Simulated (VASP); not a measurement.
# MgS (lda) (I4/mmm) in VASP: a series of runs

MgS (lda) is run at these levels: LDA; tasks: single point.

Program: VASP 6.6.1. These are calculated values, not measurements. Logs are shortened: lines on timing, memory, paths and dates and some standing lists are left out, and cuts for length are marked.

### 1 The cell of the first run

The structure is tetragonal, space group I4/mmm (No. 139). The conventional cell has a = 3.664 Å, b = 3.664 Å, c = 5.100 Å, α = 90.00°, β = 90.00°, γ = 90.00°. Within 3.4 Å of Mg (site symmetry 4/mmm) lie 6 S at 2.55 to 2.59 Å. S (site symmetry 4/mmm) has 6 Mg at 2.55 to 2.59 Å within 3.4 Å.

### 2 Single point, LDA (strained cell)

File INCAR:

```
SYSTEM = MgS
PREC = Accurate
ENCUT = 600
EDIFF = 1E-6
ISMEAR = 0
SIGMA = 0.02
LREAL = .FALSE.
LASPH = .TRUE.
NELM = 120
ALGO = Normal
ISIF = 2
LWAVE = .FALSE.
LCHARG = .TRUE.
GGA = CA
LELF = .TRUE.
LVHAR = .TRUE.
NBANDS = 11
GGA_COMPAT = .FALSE.
```

File KPOINTS:

```
Automatic mesh
0
G
  6 6 6
  0 0 0
```

File POSCAR:

```
MgS
1.0
    0.0000000000      2.5908405861      2.5497975669
    2.5908405861      0.0000000000      2.5497975669
    2.5908405861      2.5908405861      0.0000000000
Mg S
1 1
Direct
    0.0000000000      0.0000000000      0.0000000000
    0.5000000000      0.5000000000      0.5000000000
```

Potentials or basis: VASP PAW LDA potentials, release 64 (Mg, S).

The run is started by

```console
$ cat potpaw_LDA.64/Mg/POTCAR potpaw_LDA.64/S/POTCAR > POTCAR
$ mpirun -np 1 vasp_std > vasp.out
```

OUTCAR:

```text
SYSTEM = MgS
   PREC = Accurate
   ENCUT = 600
   EDIFF = 1E-6
   ISMEAR = 0
   LREAL = .FALSE.
   LASPH = .TRUE.
   NELM = 120
   ISIF = 2
   GGA = CA

 ion  position               nearest neighbor table
   1  0.000  0.000  0.000-   2 2.55   2 2.55   2 2.59   2 2.59   2 2.59   2 2.59
   2  0.500  0.500  0.500-   1 2.55   1 2.55   1 2.59   1 2.59   1 2.59   1 2.59

  LATTYP: Found a body centered tetragonal cell.
 ALAT       =     3.6640018948
 C/A-ratio  =     1.3918101792

  Lattice vectors:

 A1 = (   0.0000000000,  -2.5908405861,  -2.5497975669)
 A2 = (   0.0000000000,   2.5908405861,  -2.5497975669)
 A3 = (   2.5908405861,   0.0000000000,   2.5497975669)

Analysis of symmetry for initial positions (statically):
=====================================================================
 Subroutine PRICEL returns:
 Original cell was already a primitive cell.

 Routine SETGRP: Setting up the symmetry group for a
 body centered tetragonal supercell.

 Subroutine GETGRP returns: Found 16 space group operations
 (whereof 16 operations were pure point group operations)
 out of a pool of 16 trial point group operations.

The static configuration has the point symmetry D_4h.

Analysis of symmetry for dynamics (positions and initial velocities):
=====================================================================
 Subroutine PRICEL returns:
 Original cell was already a primitive cell.

 Routine SETGRP: Setting up the symmetry group for a
 body centered tetragonal supercell.

 Subroutine GETGRP returns: Found 16 space group operations
 (whereof 16 operations were pure point group operations)
 out of a pool of 16 trial point group operations.

The dynamic configuration has the point symmetry D_4h.

 Subroutine INISYM returns: Found 16 space group operations
 (whereof 16 operations are pure point group operations),
 and found     1 'primitive' translations

----------------------------------------------------------------------------------------

                                     Primitive cell

  volume of cell :      34.2308

  direct lattice vectors                    reciprocal lattice vectors
     0.000000000  2.590840586  2.549797567    -0.192987559  0.192987559  0.196093998
     2.590840586  0.000000000  2.549797567     0.192987559 -0.192987559  0.196093998
     2.590840586  2.590840586  0.000000000     0.192987559  0.192987559 -0.196093998

  length of vectors
     3.635095951  3.635095951  3.664001895     0.336067332  0.336067332  0.336067332

  position of ions in fractional coordinates (direct lattice)
     0.000000000  0.000000000  0.000000000
     0.500000000  0.500000000  0.500000000

  ion indices of the primitive-cell ions
   primitive index   ion index
                 1           1
                 2           2

----------------------------------------------------------------------------------------

 KPOINTS: Automatic mesh

Automatic generation of k-mesh.
 Grid dimensions read from file:
 generate k-points for:    6    6    6

 Generating k-lattice:

  Cartesian coordinates                     Fractional coordinates (reciprocal lattice)
    -0.032164593  0.032164593  0.032682333     0.166666667  0.000000000  0.000000000
     0.032164593 -0.032164593  0.032682333     0.000000000  0.166666667  0.000000000
     0.032164593  0.032164593 -0.032682333    -0.000000000 -0.000000000  0.166666667

  Length of vectors
     0.056011222  0.056011222  0.056011222

  Shift w.r.t. Gamma in fractional coordinates (k-lattice)
     0.000000000  0.000000000  0.000000000

 Subroutine IBZKPT returns following result:
 ===========================================

 Found     30 irreducible k-points:

 Following reciprocal coordinates:
            Coordinates               Weight
  0.000000  0.000000  0.000000      1.000000
  0.166667  0.000000  0.000000      8.000000
  0.333333 -0.000000  0.000000      8.000000
  0.500000  0.000000  0.000000      4.000000
  0.166667  0.166667  0.000000      2.000000
  0.333333  0.166667  0.000000      8.000000
[... 16 lines left out ...]
  0.333333  0.000000  0.333333      4.000000
  0.500000  0.000000  0.333333     16.000000
 [... further k-points ...]
   k-points           NKPTS =     30   k-points in BZ     NKDIM =     30   number of bands    NBANDS=     11
   number of dos      NEDOS =    301   number of ions     NIONS =      2
   total plane-waves  NPLWV =  27000
   dimension x,y,z NGX =    30 NGY =   30 NGZ =   30
   dimension x,y,z NGXF=    60 NGYF=   60 NGZF=   60
   ions per type =               1   1
   NGX,Y,Z   is equivalent  to a cutoff of  13.72, 13.72, 13.61 a.u.
   NGXF,Y,Z  is equivalent  to a cutoff of  27.44, 27.44, 27.22 a.u.
 SYSTEM =  MgS
   PREC   = accura    normal or accurate (medium, high low for compatibility)
   ISTART =      0    job   : 0-new  1-cont  2-samecut
   ICHARG =      2    charge: 1-file 2-atom 10-const
   ISPIN  =      1    spin polarized calculation?
   LNONCOLLINEAR =      F non collinear calculations
   LSORBIT =      F    spin-orbit coupling
   LASPH  =      T    aspherical Exc in radial PAW
   ENCUT  =  600.0 eV  44.10 Ry    6.64 a.u.   7.26  7.26  7.32*2*pi/ulx,y,z
   NELM   =    120;   NELMIN=  2; NELMDL= -5     # of ELM steps
   EDIFF  = 0.1E-05   stopping-criterion for ELM
   LREAL  =      F    real-space projection
   EDIFFG = 0.1E-04   stopping-criterion for IOM
   NSW    =      0    number of steps for IOM
   IBRION =     -1    ionic relax: 0-MD 1-quasi-New 2-CG
   NFREE  =      0    steps in history (QN), initial steepest desc. (CG)
   ISIF   =      2    stress and relaxation
   ISYM   =      2    0-nonsym 1-usesym 2-fastsym
   POTIM  = 0.5000    time-step for ionic-motion
   TEBEG  =    0.0;   TEEND  =   0.0 temperature during run
   PSTRESS=    0.0 pullay stress
   NELECT =       8.0000    total number of electrons
   NUPDOWN=      -1.0000    fix difference up-down
   EMIN   =  10.00;   EMAX   =-10.00  energy-range for DOS
   EFERMI =   0.00;   METHOD = LEGACY
   ISMEAR =     0;   SIGMA  =   0.02  broadening in eV -4-tet -1-fermi 0-gaus
   EFERMI_NEDOS =   21; number of points for ismear=-14 and -15
   IALGO  =     38    algorithm
   IMIX   =      4    mixing-type and parameters
     AMIX     =   0.40;   BMIX     =  1.00
     AMIX_MAG =   1.60;   BMIX_MAG =  1.00
  volume/ion in A,a.u.               =      17.12       115.50
  Fermi-wavevector in a.u.,A,eV,Ry     =   1.008399  1.905598 13.835340  1.016869
  Thomas-Fermi vector in A             =   2.141264
   LORBIT       =      0    0 simple, 1 ext, 2 COOP (PROOUT), +10 PAW based schemes
   GGA     = CA    functional components
   LHFCALC =     F    Hartree Fock is set to
   AEXX    =    0.0000 exact exchange contribution
   IVDW    =     0    specifies the selected vdW correction
   LEPSILON=     F    determine dielectric tensor
   LRPA    =     F    only Hartree local field effects (RPA)
 non-spin polarized calculation
 Gauss-broadening in eV      SIGMA  =   0.02
  energy-cutoff  :      600.00
  volume of cell :       34.23
 maximum number of plane-waves:      1162
 NGX is ok and might be reduce to    30
   NGX = 15   NGY = 15   NGZ = 15

 number of electron       8.0000000 magnetization

 Free energy of the ion-electron system (eV)
  ---------------------------------------------------
  ext. energy  EPLUGINS =         0.00000000
  ---------------------------------------------------
  free energy    TOTEN  =        -9.58360788 eV

  energy without entropy =       -9.58360788  energy(sigma->0) =       -9.58360788

 E-fermi :   3.9894     XC(G=0): -10.1046

 val. band max:        3.8670496413   @ k =   0.0000   0.0000   0.0000
 cond. band min:       6.4035413144   @ k =   0.5000   0.5000   0.0000
 fundamental gap:      2.5364916731
 Fermi energy:         3.9893812402

 k-point     1 :       0.0000    0.0000    0.0000
  band No.  band energies     occupation
      1      -8.9640      2.00000
      2       3.7937      2.00000
      3       3.8670      2.00000
      4       3.8670      2.00000
      5       7.5605      0.00000
      6      11.6043      0.00000
      7      11.6043      0.00000
      8      11.7724      0.00000
      9      14.0234      0.00000
     10      14.2475      0.00000
     11      16.2635      0.00000

 k-point     2 :       0.1667    0.0000    0.0000
  band No.  band energies     occupation
      1      -8.6837      2.00000
      2       2.1405      2.00000
      3       3.6526      2.00000
      4       3.6713      2.00000
      5       8.6396      0.00000
      6      11.4109      0.00000
      7      11.8573      0.00000
      8      12.0205      0.00000
      9      13.3530      0.00000
     10      13.4598      0.00000
     11      16.1958      0.00000

 k-point     3 :       0.3333   -0.0000    0.0000
  band No.  band energies     occupation
      1      -7.9998      2.00000
      2      -0.1719      2.00000
      3       3.3371      2.00000
      4       3.3648      2.00000
      5       8.5083      0.00000
      6      10.9614      0.00000
      7      11.1525      0.00000
      8      13.2538      0.00000
      9      15.2503      0.00000
     10      15.3336      0.00000
     11      15.3475      0.00000

 k-point     4 :       0.5000    0.0000    0.0000
  band No.  band energies     occupation
      1      -7.5544      2.00000
      2      -1.2195      2.00000
      3       3.1912      2.00000
      4       3.2385      2.00000
      5       8.2558      0.00000
      6      10.5283      0.00000
      7      10.7110      0.00000
      8      13.9921      0.00000
      9      15.9448      0.00000
     10      18.2510      0.00000
     11      18.4080      0.00000
[... 239 lines left out ...]
 k-point    22 :      -0.3333    0.5000    0.1667
  band No.  band energies     occupation
      1      -7.0904      2.00000
      2      -0.0975      2.00000
      3       1.0849      2.00000
      4       1.5024      2.00000
      5       8.0697      0.00000
      6       9.8555      0.00000
      7      12.9427      0.00000
      8      13.6523      0.00000
      9      17.5835      0.00000
     10      18.9597      0.00000
     11      19.4280      0.00000

 k-point    23 :       0.3333    0.0000    0.3333
  band No.  band energies     occupation
      1      -7.7243      2.00000
      2       0.2952      2.00000
      3       2.3715      2.00000
      4       2.5025      2.00000
      5       7.5937      0.00000
      6       8.5858      0.00000
      7      13.5853      0.00000
      8      15.1706      0.00000
      9      15.4266      0.00000
     10      15.8308      0.00000
     11      20.6529      0.00000

 k-point    24 :       0.5000    0.0000    0.3333
  band No.  band energies     occupation
      1      -7.2888      2.00000
      2      -0.2594      2.00000
      3       1.3849      2.00000
      4       2.3315      2.00000
      5       7.4117      0.00000
      6       9.3531      0.00000
      7      13.8356      0.00000
      8      14.1282      0.00000
      9      16.7049      0.00000
     10      18.6555      0.00000
     11      19.9447      0.00000

 [... further k-points ...]
[... 5 lines left out ...]
  --------------------------------------------------------------------------------------
  -------------------------------------------------------------------------------------
  Total       -0.4863376     -0.4863376     -0.0960313      0.0000000      0.0000000      0.0000000
  in kB      -22.7630965    -22.7630965     -4.4947570      0.0000000      0.0000000      0.0000000
  external PRESSURE =     -16.6736500 kB  Pullay stress =       0.0000000 kB

 VOLUME and BASIS-vectors are now :
 -----------------------------------------------------------------------------
  energy-cutoff  :      600.00
  volume of cell :       34.23
      direct lattice vectors                 reciprocal lattice vectors
     0.000000000  2.590840586  2.549797567    -0.192987559  0.192987559  0.196093998
     2.590840586  0.000000000  2.549797567     0.192987559 -0.192987559  0.196093998
     2.590840586  2.590840586  0.000000000     0.192987559  0.192987559 -0.196093998

 POSITION                                       TOTAL-FORCE (eV/Angst)
 -----------------------------------------------------------------------------------
      0.00000      0.00000      0.00000        -0.000000     -0.000000      0.000000
      2.59084      2.59084      2.54980         0.000000      0.000000     -0.000000
 -----------------------------------------------------------------------------------
    total drift:                               -0.000000     -0.000000      0.000000

  FREE ENERGIE OF THE ION-ELECTRON SYSTEM (eV)
  ---------------------------------------------------
  free  energy   TOTEN  =        -9.5836078818 eV

  energy  without entropy=       -9.5836078818  energy(sigma->0) =       -9.58360788
```

Wall time 15 s (1 thread of Intel Xeon 6975P-C, shared host); peak memory 0.15 GiB.

What came out:

* Free energy: -9.5836 eV
* Pressure: -1.7 GPa
* Band gap on the k mesh: 2.54 eV, indirect (least direct gap 3.69 eV)

Stress tensor (GPa, compression positive):
```
-2.28  0.00  0.00
 0.00 -2.28  0.00
 0.00  0.00 -0.45
```

Caveat: the cell differs from its parent crystal (strained cell). A k mesh can miss the band edges.

### 3 Single point, LDA (strained cell)

Edit INCAR of step 2 so:

```diff
@@ -12,6 +12,4 @@
 LWAVE = .FALSE.
-LCHARG = .TRUE.
+LCHARG = .FALSE.
 GGA = CA
-LELF = .TRUE.
-LVHAR = .TRUE.
 NBANDS = 11
```

KPOINTS is that of step 2.

File POSCAR:

```
MgS
1.0
    0.0000000000      2.5908405861      2.5520588104
    2.5908405861      0.0000000000      2.5520588104
    2.5908405861      2.5908405861      0.0000000000
Mg S
1 1
Direct
    0.0000000000      0.0000000000      0.0000000000
    0.5000000000      0.5000000000      0.5000000000
```

Potentials or basis: VASP PAW LDA potentials, release 64 (Mg, S).

The run is started by

```console
$ cat potpaw_LDA.64/Mg/POTCAR potpaw_LDA.64/S/POTCAR > POTCAR
$ mpirun -np 1 vasp_std > vasp.out
```

OUTCAR:

```text
SYSTEM = MgS
   PREC = Accurate
   ENCUT = 600
   EDIFF = 1E-6
   ISMEAR = 0
   LREAL = .FALSE.
   LASPH = .TRUE.
   NELM = 120
   ISIF = 2
   GGA = CA

 ion  position               nearest neighbor table
   1  0.000  0.000  0.000-   2 2.55   2 2.55   2 2.59   2 2.59   2 2.59   2 2.59
   2  0.500  0.500  0.500-   1 2.55   1 2.55   1 2.59   1 2.59   1 2.59   1 2.59

  LATTYP: Found a body centered tetragonal cell.
 ALAT       =     3.6640018948
 C/A-ratio  =     1.3930444818

  Lattice vectors:

 A1 = (   0.0000000000,  -2.5908405861,  -2.5520588104)
 A2 = (   0.0000000000,   2.5908405861,  -2.5520588104)
 A3 = (   2.5908405861,   0.0000000000,   2.5520588104)

Analysis of symmetry for initial positions (statically):
=====================================================================
 Subroutine PRICEL returns:
 Original cell was already a primitive cell.

 Routine SETGRP: Setting up the symmetry group for a
 body centered tetragonal supercell.

 Subroutine GETGRP returns: Found 16 space group operations
 (whereof 16 operations were pure point group operations)
 out of a pool of 16 trial point group operations.

The static configuration has the point symmetry D_4h.

Analysis of symmetry for dynamics (positions and initial velocities):
=====================================================================
 Subroutine PRICEL returns:
 Original cell was already a primitive cell.

 Routine SETGRP: Setting up the symmetry group for a
 body centered tetragonal supercell.

 Subroutine GETGRP returns: Found 16 space group operations
 (whereof 16 operations were pure point group operations)
 out of a pool of 16 trial point group operations.

The dynamic configuration has the point symmetry D_4h.

 Subroutine INISYM returns: Found 16 space group operations
 (whereof 16 operations are pure point group operations),
 and found     1 'primitive' translations

----------------------------------------------------------------------------------------

                                     Primitive cell
[... 114 lines left out ...]
  Thomas-Fermi vector in A             =   2.140947
   LORBIT       =      0    0 simple, 1 ext, 2 COOP (PROOUT), +10 PAW based schemes
   GGA     = CA    functional components
   LHFCALC =     F    Hartree Fock is set to
   AEXX    =    0.0000 exact exchange contribution
   IVDW    =     0    specifies the selected vdW correction
   LEPSILON=     F    determine dielectric tensor
   LRPA    =     F    only Hartree local field effects (RPA)
 non-spin polarized calculation
 Gauss-broadening in eV      SIGMA  =   0.02
  energy-cutoff  :      600.00
  volume of cell :       34.26
 maximum number of plane-waves:      1162
 NGX is ok and might be reduce to    30
   NGX = 15   NGY = 15   NGZ = 15

 number of electron       8.0000000 magnetization

 Free energy of the ion-electron system (eV)
  ---------------------------------------------------
  ext. energy  EPLUGINS =         0.00000000
  ---------------------------------------------------
  free energy    TOTEN  =        -9.58350937 eV

  energy without entropy =       -9.58350937  energy(sigma->0) =       -9.58350937

 E-fermi :   3.9918     XC(G=0): -10.1010

 val. band max:        3.8575081105   @ k =   0.0000   0.0000   0.0000
 cond. band min:       6.3964428612   @ k =   0.5000   0.5000   0.0000
 fundamental gap:      2.5389347507
 Fermi energy:         3.9917995678

 k-point     1 :       0.0000    0.0000    0.0000
  band No.  band energies     occupation
      1      -8.9669      2.00000
      2       3.7883      2.00000
      3       3.8575      2.00000
      4       3.8575      2.00000
      5       7.5451      0.00000
      6      11.5998      0.00000
      7      11.5998      0.00000
      8      11.7584      0.00000
      9      14.0206      0.00000
     10      14.2322      0.00000
     11      16.2530      0.00000
[... 309 lines left out ...]
 k-point    24 :       0.5000    0.0000    0.3333
  band No.  band energies     occupation
      1      -7.2936      2.00000
      2      -0.2635      2.00000
      3       1.3798      2.00000
      4       2.3235      2.00000
      5       7.4003      0.00000
      6       9.3439      0.00000
      7      13.8259      0.00000
      8      14.1128      0.00000
      9      16.6874      0.00000
     10      18.6443      0.00000
     11      19.9294      0.00000

 [... further k-points ...]
[... 5 lines left out ...]
  --------------------------------------------------------------------------------------
  -------------------------------------------------------------------------------------
  Total       -0.4944610     -0.4944610     -0.1278802      0.0000000      0.0000000      0.0000000
  in kB      -23.1228093    -23.1228093     -5.9801487      0.0000000      0.0000000      0.0000000
  external PRESSURE =     -17.4085891 kB  Pullay stress =       0.0000000 kB

 VOLUME and BASIS-vectors are now :
 -----------------------------------------------------------------------------
  energy-cutoff  :      600.00
  volume of cell :       34.26
      direct lattice vectors                 reciprocal lattice vectors
     0.000000000  2.590840586  2.552058810    -0.192987559  0.192987559  0.195920250
     2.590840586  0.000000000  2.552058810     0.192987559 -0.192987559  0.195920250
     2.590840586  2.590840586  0.000000000     0.192987559  0.192987559 -0.195920250

 POSITION                                       TOTAL-FORCE (eV/Angst)
 -----------------------------------------------------------------------------------
      0.00000      0.00000      0.00000        -0.000000      0.000000     -0.000000
      2.59084      2.59084      2.55206         0.000000     -0.000000      0.000000
 -----------------------------------------------------------------------------------
    total drift:                               -0.000000     -0.000000      0.000000

  FREE ENERGIE OF THE ION-ELECTRON SYSTEM (eV)
  ---------------------------------------------------
  free  energy   TOTEN  =        -9.5835093663 eV

  energy  without entropy=       -9.5835093663  energy(sigma->0) =       -9.58350937
```

Wall time 15 s (1 thread of Intel Xeon 6975P-C, shared host); peak memory 0.15 GiB.

What came out:

* Free energy: -9.5835 eV
* Pressure: -1.7 GPa
* Band gap on the k mesh: 2.54 eV, indirect (least direct gap 3.69 eV)

Caveat: the cell differs from its parent crystal (strained cell). A k mesh can miss the band edges.

[end of part 1 of 3]
